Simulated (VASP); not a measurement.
Crystal: LiH.

```
Li H
1.0
     0.00000    1.99847    1.99847
     1.99847    0.00000    1.99847
     1.99847    1.99847    0.00000
Li H
1 1
Direct
  0.00000 0.00000 0.00000
  0.50000 0.50000 0.50000
```

Base run:

```yaml
Program: VASP 6.6.1
Functional: HSE06
Potentials_or_basis: VASP PAW PBE potentials, release 64 (Li_sv, H)
Cutoff: 520 eV
k_mesh: 8 × 8 × 8
Occupations: gaussian, width 0.01 eV
Spin: no spin polarisation
```

Its results: band gap on the k mesh 3.96 eV.

Task: The run is repeated on the same cell with these changes: functional from HSE06 to PBE0; further incar settings from ALGO = Normal; EDIFF = 1e-06; NBANDS = 9 to ALGO = Normal; EDIFF = 1e-07; NBANDS = 9. What comes out?

Result: Band gap on the k mesh 4.67 eV.

A k mesh can miss the band edges.
